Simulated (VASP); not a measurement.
A run of VASP 6.6.1 is set up as follows.

File INCAR:

```
PREC = Accurate
ENCUT = 500
EDIFF = 1E-6
ISMEAR = -1
SIGMA = 0.05
LREAL = False
LASPH = True
NELM = 120
ALGO = Normal
ISIF = 2
LWAVE = False
LCHARG = False
GGA = CA
NBANDS = 8
GGA_COMPAT = False
```

File KPOINTS:

```
regular mesh
0
Gamma
  11 11 11
```

POSCAR

```
Sb
1.0
   -1.5765400000      1.5765400000      2.7119385000
    1.5765400000     -1.5765400000      2.7119385000
    1.5765400000      1.5765400000     -2.7119385000
Sb
1
Direct
    0.0000000000      0.0000000000      0.0000000000
```

Potentials or basis: VASP PAW LDA potentials, release 64 (Sb).

The run is started by

```console
$ cat potpaw_LDA.64/Sb/POTCAR > POTCAR
$ mpirun -np 1 vasp_std > vasp.out
```

Predict the pressure.

-2.4 GPa.

Predict the band gap on the k mesh.

zero (an odd number of electrons rules out a gap without spin polarisation).

Caveat: spin-orbit coupling is left out, which moves the levels of the heavy elements.
